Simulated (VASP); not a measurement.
SnO (zincblende type), 2 atoms in the cell. Symmetry: F-43m, No. 216, cubic system. The conventional cell has a = 5.511 Å, b = 5.511 Å, c = 5.511 Å, α = 90.00°, β = 90.00°, γ = 90.00°. Within 3.2 Å of Sn (site symmetry -43m) lie 4 O at 2.39 Å. Within 3.2 Å of O (site symmetry -43m) lie 4 Sn at 2.39 Å.  This cell differs from its parent crystal: volume scaled by 1.02.

```yaml
Program: VASP 6.6.1
Task: electric field gradients
Functional: PBE
Potentials_or_basis: VASP PAW PBE potentials, release 64 (Sn_d, O)
Cutoff: 520 eV
k_mesh: 12 × 12 × 12
Occupations: fermi-dirac, width 0.08 eV
Spin: no spin polarisation
Dipole_correction: no
Further_INCAR_settings: ALGO = Normal; EDIFF = 1e-08; NBANDS = 17
```

Potentials or basis: VASP PAW PBE potentials, release 64 (Sn_d, O).

Launch:

```sh
$ cat potpaw_PBE.64/Sn_d/POTCAR potpaw_PBE.64/O/POTCAR > POTCAR
$ mpirun -np 1 vasp_std > vasp.out
```

Hardware: 1 thread of Intel Xeon 6975P-C, on a shared host.

**Question.** Estimate the wall time of this run.

**Answer.** Run time: 70 s on 1 thread of Intel Xeon 6975P-C (shared host), peak memory 0.2 GiB. Counts: scf iterations 16, k points 72.
